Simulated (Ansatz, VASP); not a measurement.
## One calculation of MoS2, two programs

The input INCAR:

```
SYSTEM = MoS2
PREC = Accurate ; ENCUT = 520
EDIFF = 1E-6 ; ISMEAR = 0
SIGMA = 0.05 ; LREAL = .False.
LASPH = .True. ; NELM = 60
ALGO = Normal ; ISIF = 2
LWAVE = .False. ; LCHARG = .True.
GGA = PE ; IVDW = 12
LELF = .True. ; LVHAR = .True.
NBANDS = 20
```

The input KPOINTS:

```
regular mesh
0
Gamma
  12 12 4
  0 0 0
```

File POSCAR:

```
MoS2
1.0
    3.1497239970      0.0000000000      0.0000000000
   -1.5748619985      2.7277409963      0.0000000000
    0.0000000000      0.0000000000      6.6475426602
Mo S
1 2
Direct
    0.0000000000      0.0000000000      0.0000000000
    0.3333333333      0.6666666667      0.2281476610
    0.3333333333      0.6666666667      0.7568091862
```

Input for Ansatz:

```yaml
crystal:
  lattice:
    - [3.149723997, 0.0, 0.0]
    - [-1.5748619985, 2.7277409963, 0.0]
    - [0.0, 0.0, 6.6475426602]
  atoms:
    - { symbol: Mo, position: [0.0, 0.0, 0.0] }
    - { symbol: S, position: [0.3333333333, 0.6666666667, 0.228147661] }
    - { symbol: S, position: [0.3333333333, 0.6666666667, 0.7568091862] }
basis:
  ecutwfc: 420
kpoints:
  mp_grid: { grid: [12, 12, 4] }
hamiltonian:
  xc: pbe
  dispersion: d3bj
scf:
  occupations: { method: gaussian, width: 0.05 }
output:
  forces: true
  stress: true
  eigenvalues: true
```

Change from the starting cell: all S atoms moved -0.050 Å, as atom 2 along Cartesian [0 0 1].

Alike in both runs: task single point; functional PBE; dispersion D3(BJ); k mesh 12 × 12 × 4; occupations gaussian, width 0.05 eV; no spin polarisation.

|  | VASP | Ansatz |
| --- | --- | --- |
| version | VASP 6.6.1 | Ansatz 0.2.0 |
| potentials or method | VASP PAW PBE potentials, release 64 (Mo_sv, S), cutoff 520 eV | scalar-relativistic, plane waves, PAW |
| valence electrons in the cell | 26 | 26 |

Ansatz gave:

- gap on the k mesh at the Fermi level (eV): 1.15
- least direct gap on the mesh (eV): 1.76
- pressure (GPa): 0.2
- traceless stress, the component that is largest in VASP (GPa): -0.03
- rms of the force components (eV/Å): 0.623

Q: What did VASP give for the same quantities?

A: gap on the k mesh at the Fermi level (eV): 1.16; least direct gap on the mesh (eV): 1.76; pressure (GPa): 0.1; traceless stress, the component that is largest in VASP (GPa): -0.08; rms of the force components (eV/Å): 0.622.

Atom by atom the forces differ by 0.006 eV/Å (rms over components).
